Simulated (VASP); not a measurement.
# InP in VASP: notebook

The runs below take InP through single point, with PBE.

All numbers are computed with VASP 6.6.1; they aren't measurements. Logs are shortened: lines on timing, memory, paths and dates and some standing lists are left out, and cuts for length are marked.

## Step 1: The cell of the first run

The typed cell holds 2 atoms: a = 3.973 Å, b = 3.813 Å, c = 3.973 Å, α = 61.32°, β = 57.36°, γ = 61.32°.

## Step 2: Single point, PBE

File INCAR:

```
PREC = Accurate
ENCUT = 520
EDIFF = 1E-6
ISMEAR = 0
SIGMA = 0.15
LREAL = False
LASPH = True
NELM = 80
ALGO = Normal
ISIF = 2
LWAVE = False
LCHARG = True
GGA = PE
LELF = True
LVHAR = True
NBANDS = 16
```

File KPOINTS:

```
regular mesh
0
Gamma
  18 18 18
```

File POSCAR:

```
InP
1.0
    0.0000000000      2.9179484727      2.6961971315
    2.6963356396      0.0000000000      2.6961971315
    2.6963356396      2.9179484727      0.0000000000
In P
1 1
Direct
    0.0000000000      0.0000000000      0.0000000000
    0.5000000000      0.5000000000      0.5000000000
```

Potentials or basis: VASP PAW PBE potentials, release 64 (In_d, P).

The run is started by

```sh
$ cat potpaw_PBE.64/In_d/POTCAR potpaw_PBE.64/P/POTCAR > POTCAR
$ mpirun -np 1 vasp_std > vasp.out
```

OUTCAR:

```text
PREC = Accurate
   ENCUT = 520
   EDIFF = 1E-6
   ISMEAR = 0
   LREAL = False
   LASPH = True
   NELM = 80
   ISIF = 2
   GGA = PE

 ion  position               nearest neighbor table
   1  0.000  0.000  0.000-   2 2.70   2 2.70   2 2.70   2 2.70   2 2.92   2 2.92
   2  0.500  0.500  0.500-   1 2.70   1 2.70   1 2.70   1 2.70   1 2.92   1 2.92

  LATTYP: Found a face centered orthorhombic cell.
 ALAT       =     5.3923942630
 B/A-ratio  =     1.0000513717
 C/A-ratio  =     1.0822459673

  Lattice vectors:

 A1 = (   2.6963356396,   2.9179484727,   0.0000000000)
 A2 = (   0.0000000000,   2.9179484727,   2.6961971315)
 A3 = (   2.6963356396,   0.0000000000,   2.6961971315)

Analysis of symmetry for initial positions (statically):
=====================================================================
 Subroutine PRICEL returns:
 Original cell was already a primitive cell.

 Routine SETGRP: Setting up the symmetry group for a
 face centered orthorhombic supercell.

 Subroutine GETGRP returns: Found  8 space group operations
 (whereof  8 operations were pure point group operations)
 out of a pool of  8 trial point group operations.

The static configuration has the point symmetry D_2h.

Analysis of symmetry for dynamics (positions and initial velocities):
=====================================================================
 Subroutine PRICEL returns:
 Original cell was already a primitive cell.

 Routine SETGRP: Setting up the symmetry group for a
 face centered orthorhombic supercell.

 Subroutine GETGRP returns: Found  8 space group operations
 (whereof  8 operations were pure point group operations)
 out of a pool of  8 trial point group operations.

The dynamic configuration has the point symmetry D_2h.

 Subroutine INISYM returns: Found  8 space group operations
 (whereof  8 operations are pure point group operations),
 and found     1 'primitive' translations

----------------------------------------------------------------------------------------

                                     Primitive cell

  volume of cell :      42.4261

  direct lattice vectors                    reciprocal lattice vectors
     0.000000000  2.917948473  2.696197131    -0.185436855  0.171353266  0.185446381
     2.696335640  0.000000000  2.696197131     0.185436855 -0.171353266  0.185446381
     2.696335640  2.917948473  0.000000000     0.185436855  0.171353266 -0.185446381

  length of vectors
     3.972895954  3.813096491  3.972989954     0.313271653  0.313271653  0.313271653
[... 81 lines left out ...]
   EDIFF  = 0.1E-05   stopping-criterion for ELM
   LREAL  =      F    real-space projection
   EDIFFG = 0.1E-04   stopping-criterion for IOM
   NSW    =      0    number of steps for IOM
   IBRION =     -1    ionic relax: 0-MD 1-quasi-New 2-CG
   NFREE  =      0    steps in history (QN), initial steepest desc. (CG)
   ISIF   =      2    stress and relaxation
   ISYM   =      2    0-nonsym 1-usesym 2-fastsym
   POTIM  = 0.5000    time-step for ionic-motion
   TEBEG  =    0.0;   TEEND  =   0.0 temperature during run
   PSTRESS=    0.0 pullay stress
   NELECT =      18.0000    total number of electrons
   NUPDOWN=      -1.0000    fix difference up-down
   EMIN   =  10.00;   EMAX   =-10.00  energy-range for DOS
   EFERMI =   0.00;   METHOD = LEGACY
   ISMEAR =     0;   SIGMA  =   0.15  broadening in eV -4-tet -1-fermi 0-gaus
   EFERMI_NEDOS =   21; number of points for ismear=-14 and -15
   IALGO  =     38    algorithm
   IMIX   =      4    mixing-type and parameters
     AMIX     =   0.40;   BMIX     =  1.00
     AMIX_MAG =   1.60;   BMIX_MAG =  1.00
  volume/ion in A,a.u.               =      21.21       143.15
  Fermi-wavevector in a.u.,A,eV,Ry     =   1.230140  2.324628 20.588946  1.513245
  Thomas-Fermi vector in A             =   2.365000
   LORBIT       =      0    0 simple, 1 ext, 2 COOP (PROOUT), +10 PAW based schemes
   GGA     = PE    functional components
   LHFCALC =     F    Hartree Fock is set to
   AEXX    =    0.0000 exact exchange contribution
   IVDW    =     0    specifies the selected vdW correction
   LEPSILON=     F    determine dielectric tensor
   LRPA    =     F    only Hartree local field effects (RPA)
 non-spin polarized calculation
 Gauss-broadening in eV      SIGMA  =   0.15
  energy-cutoff  :      520.00
  volume of cell :       42.43
 maximum number of plane-waves:      1159
 NGX is ok and might be reduce to    30
   NGX = 15   NGY = 15   NGZ = 15

 number of electron      18.0000003 magnetization

 Free energy of the ion-electron system (eV)
  ---------------------------------------------------
  ext. energy  EPLUGINS =         0.00000000
  ---------------------------------------------------
  free energy    TOTEN  =        -7.86842050 eV

  energy without entropy =       -7.85516437  energy(sigma->0) =       -7.86179244

 E-fermi :   7.0584     XC(G=0): -10.3914

 val. band max:        7.0548674465   @ k =   0.0556   0.0000   0.0000
 cond. band min:       7.0613376701   @ k =   0.3889   0.0000   0.2778
 fundamental gap:      0.0064702236
 Fermi energy:         7.0584104262

 k-point     1 :       0.0000    0.0000    0.0000
  band No.  band energies     occupation
      1      -7.2204      2.00000
      2      -7.1990      2.00000
      3      -7.1971      2.00000
      4      -7.1578      2.00000
      5      -7.1578      2.00000
      6      -4.9740      2.00000
[... 433 lines left out ...]
      3      -7.1765      2.00000
      4      -7.1412      2.00000
      5      -7.1272      2.00000
      6      -4.2529      2.00000
[... 8 lines left out ...]
     15      15.9458      0.00000
     16      16.4242      0.00000

 [... further k-points ...]

------------------------ aborting loop because EDIFF is reached ----------------------------------------

  FORCE on cell =-STRESS in cart. coord.  units (eV):
  Direction    XX          YY          ZZ          XY          YZ          ZX
  --------------------------------------------------------------------------------------
  -------------------------------------------------------------------------------------
  Total        0.8884537     -1.0147092      0.8904156      0.0000000      0.0000000      0.0000000
  in kB       33.5515180    -38.3194254     33.6256078      0.0000000      0.0000000      0.0000000
  external PRESSURE =       9.6192335 kB  Pullay stress =       0.0000000 kB

 VOLUME and BASIS-vectors are now :
 -----------------------------------------------------------------------------
  energy-cutoff  :      520.00
  volume of cell :       42.43
      direct lattice vectors                 reciprocal lattice vectors
     0.000000000  2.917948473  2.696197131    -0.185436855  0.171353266  0.185446381
     2.696335640  0.000000000  2.696197131     0.185436855 -0.171353266  0.185446381
     2.696335640  2.917948473  0.000000000     0.185436855  0.171353266 -0.185446381

 POSITION                                       TOTAL-FORCE (eV/Angst)
 -----------------------------------------------------------------------------------
      0.00000      0.00000      0.00000         0.000000      0.000000      0.000000
      2.69634      2.91795      2.69620        -0.000000     -0.000000      0.000000
 -----------------------------------------------------------------------------------
    total drift:                               -0.000000      0.000000      0.000000

  FREE ENERGIE OF THE ION-ELECTRON SYSTEM (eV)
  ---------------------------------------------------
  free  energy   TOTEN  =        -7.8684205011 eV

  energy  without entropy=       -7.8551643711  energy(sigma->0) =       -7.86179244
```

Wall time 6.8 min (1 thread of Intel Xeon Platinum 8488C (Sapphire Rapids), shared host); peak memory 0.63 GiB.

Results:

| Item | Value |
| --- | --- |
| Free energy | -7.8684 eV |
| Pressure | 1.0 GPa |
| Band gap on the k mesh | zero (bands 9 and 10 overlap by 2.41 eV) |

Stress tensor (GPa, compression positive):
```
 3.36  0.00  0.00
 0.00 -3.83  0.00
 0.00  0.00  3.36
```

Caveat: the cell differs from its parent crystal (strain +e along x and -e along y -0.0400, strain +e along z and -e/2 along x and y -0.0267); the stress differs along the axes, from -4 to 3 GPa; spin-orbit coupling is left out, which moves the levels of the heavy elements.

## Step 3: Single point, PBE

File INCAR:

```
SYSTEM = InP
PREC = Accurate ; ENCUT = 520
EDIFF = 1E-6 ; ISMEAR = 0
SIGMA = 0.15 ; LREAL = .FALSE.
LASPH = .TRUE. ; NELM = 60
ALGO = Normal ; ISIF = 2
LWAVE = .FALSE. ; LCHARG = .TRUE.
GGA = PE ; LELF = .TRUE.
LVHAR = .TRUE. ; NBANDS = 16
```

File KPOINTS:

```
Automatic mesh
0
G
  18 18 18
  0 0 0
```

File POSCAR:

```
InP
1.0
    0.0000000000      2.8624067564      2.6593539980
    2.7887204894      0.0000000000      2.6593539980
    2.7887204894      2.8624067564      0.0000000000
In P
1 1
Direct
    0.0000000000      0.0000000000      0.0000000000
    0.5000000000      0.5000000000      0.5000000000
```

Potentials or basis: VASP PAW PBE potentials, release 64 (In_d, P).

The run is started by

```sh
$ cat potpaw_PBE.64/In_d/POTCAR potpaw_PBE.64/P/POTCAR > POTCAR
$ mpirun -np 1 vasp_std > vasp.out
```

Run time: 7.8 min. Hardware: 1 thread of Intel Xeon Platinum 8488C (Sapphire Rapids), shared host; peak memory 0.63 GiB.

It converged, with:

```yaml
Free_energy: -7.8798 eV
Pressure: 0.7 GPa
Band_gap_on_the_k_mesh: zero (bands 9 and 10 overlap by 2.71 eV)
```

Stress tensor (GPa, compression positive):
```
-0.72  0.00  0.00
 0.00 -2.74  0.00
 0.00  0.00  5.47
```

Levels at points of the mesh, in eV from the Fermi level:
```tsv
k point	band 6	band 7	band 8	band 9	band 10	band 11	band 12	band 13
(0.00, 0.00, 0.00)	-12.01	-0.68	-0.21	0.00	0.56	6.89	7.08	7.41
(0.50, 0.00, 0.00)	-9.96	-6.65	-0.02	0.27	2.35	3.18	3.82	5.29
(0.50, 0.50, 0.00)	-8.49	-4.96	-2.86	-2.66	-2.36	3.67	9.29	10.06
(0.50, 0.00, 0.50)	-9.16	-4.94	-2.48	-2.13	-1.92	4.01	9.33	9.83
(0.00, 0.50, 0.50)	-8.90	-4.96	-2.73	-2.41	-1.87	3.91	8.81	10.06
```

Caveat: the cell differs from its parent crystal (strain +e along x and -e along y -0.0133, strain +e along z and -e/2 along x and y -0.0400); the stress differs along the axes, from -3 to 5 GPa; spin-orbit coupling is left out, which moves the levels of the heavy elements.
